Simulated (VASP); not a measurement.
Write the native input for VASP 6.6.1 that does the following.

| Quantity | Value |
| --- | --- |
| Task | single point |
| Functional | PBE |
| Potentials or basis | VASP PAW PBE potentials, release 64 (Nd_3, Cd, C), 4f in core |
| Cutoff | 600 eV |
| k mesh | 3 × 3 × 3 |
| Occupations | gaussian, width 0.2 eV |
| Spin | no spin polarisation |
| Dipole correction | no |
| Further INCAR settings | ALGO = Normal; EDIFF = 1e-06; NBANDS = 53 |

The structure of Nd2CdC2 lies in POSCAR:

```
Nd2CdC2
1.0
    9.8662167832     -0.0000000040      0.0000000000
   -4.9331083882      8.5443943755      0.0000000000
    0.0000000000      0.0000000000      5.1985011387
Nd Cd C
4 2 4
Direct
    0.5000000000      0.0000000000      0.5000000000
    0.0000000000      0.5000000000      0.5000000000
    0.5000000000      0.5000000000      0.5000000000
    0.0000000000      0.0000000000      0.0000000000
    0.3333333333      0.6666666667      0.5000000000
    0.6666666667      0.3333333333      0.5000000000
    0.3333333333      0.6666666667      0.8795843269
    0.3333333333      0.6666666667      0.1204156731
    0.6666666667      0.3333333333      0.1204156731
    0.6666666667      0.3333333333      0.8795843269
```

The cell was generated, and may not be a known phase.

These files were run (other wordings do the same):

INCAR

```
SYSTEM = Nd2CdC2
PREC     = Accurate       ! precision mode
ENCUT    = 600            ! plane-wave cutoff, eV
EDIFF    = 1E-6           ! SCF threshold, eV
ISMEAR   = 0              ! smearing method
SIGMA    = 0.2            ! smearing width, eV
LREAL    = .False.        ! projectors in reciprocal space
LASPH    = .True.         ! aspherical terms in the spheres
NELM     = 200            ! most SCF steps
ALGO     = Normal         ! electronic algorithm
ISIF     = 2              ! what is computed and relaxed
LWAVE    = .False.        ! write WAVECAR
LCHARG   = .True.         ! write CHGCAR
GGA      = PE             ! functional
LELF     = .True.         ! ELF
LVHAR    = .True.       
NBANDS   = 53             ! bands
GGA_COMPAT= .False.      
LMAXMIX  = 6              ! l up to which the mixer works
```

KPOINTS

```
Automatic mesh
0
Gamma
  3 3 3
  0 0 0
```

Potentials or basis: VASP PAW PBE potentials, release 64 (Nd_3, Cd, C), 4f in core.

Run with:

```bash
$ cat potpaw_PBE.64/Nd_3/POTCAR potpaw_PBE.64/Cd/POTCAR potpaw_PBE.64/C/POTCAR > POTCAR
$ mpirun -np 1 vasp_std > vasp.out
```

Results of the run:

```
Pressure               : 0.2 GPa
Largest force          : 0.075 eV/Å
Band gap on the k mesh : zero (bands 42 and 43 overlap by 0.25 eV)
```

Caveat: the k points lie up to 0.40 Å⁻¹ apart; spin-orbit coupling is left out, which moves the levels of the heavy elements; the 4f electrons are frozen in the core, so they carry no moment and show no levels.

Run time: 4.3 min on 1 thread of Intel(R) Xeon(R) Platinum 8559C (Emerald Rapids), with other jobs on the host, peak memory 0.62 GiB.
